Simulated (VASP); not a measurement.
Write the native input for VASP 6.6.1 that does the following.

```
Task                   : relaxation of cell and atoms
Functional             : PBE
Potentials or basis    : VASP PAW PBE potentials, release 64 (P, As)
Cutoff                 : 500 eV
k mesh                 : 4 × 4 × 4
Occupations            : gaussian, width 0.1 eV
Spin                   : no spin polarisation
Dipole correction      : no
Further INCAR settings : ALGO = Normal; EDIFF = 1e-07; IBRION = 2; EDIFFG = -0.04; NSW = 90; ISIF = 3
```

The structure of AsP2 lies in POSCAR:

```
AsP2
1.0
    0.0000000000      3.8200446736      3.8200446736
    3.8200446736      0.0000000000      3.8200446736
    3.8200446736      3.8200446736      0.0000000000
P As
4 2
Direct
    0.6250000000      0.6250000000      0.6250000000
    0.1250000000      0.6250000000      0.6250000000
    0.6250000000      0.6250000000      0.1250000000
    0.6250000000      0.1250000000      0.6250000000
    0.0000000000      0.0000000000      0.0000000000
    0.2500000000      0.2500000000      0.2500000000
```

These files were run (other wordings do the same):

INCAR

```
SYSTEM = AsP2
PREC = Accurate
ENCUT = 500
EDIFF = 1E-7
ISMEAR = 0
SIGMA = 0.1
LREAL = .FALSE.
LASPH = .TRUE.
NELM = 120
ALGO = Normal
ISIF = 3
LWAVE = .FALSE.
LCHARG = .FALSE.
GGA = PE
IBRION = 2
NSW = 90
EDIFFG = -0.04
GGA_COMPAT = .FALSE.
NELMIN = 4
```

KPOINTS

```
Automatic mesh
0
G
  4 4 4
  0 0 0
```

Potentials or basis: VASP PAW PBE potentials, release 64 (P, As).

Launch:

```bash
$ cat potpaw_PBE.64/P/POTCAR potpaw_PBE.64/As/POTCAR > POTCAR
$ mpirun -np 1 vasp_std > vasp.out
```

Results of the run:

```
Relaxed volume                        : 16.29 Å³/atom
Relaxed cell                          : a = 5.171 Å, b = 5.171 Å, c = 5.171 Å, α = 60.00°, β = 60.00°, γ = 60.00°
Space group after relaxing (to 0.1 Å) : Fd-3m (No. 227)
Energy gained by relaxing             : 67.8 meV/atom
Ionic steps                           : 3
Pressure after relaxing               : 0.1 GPa
Band gap on the k mesh                : zero (bands 15 and 16 overlap by 1.20 eV)
```

Wall time 80 s on 1 thread of Oxide Virtual Turin-like Processor (shared host), peak memory 0.21 GiB.
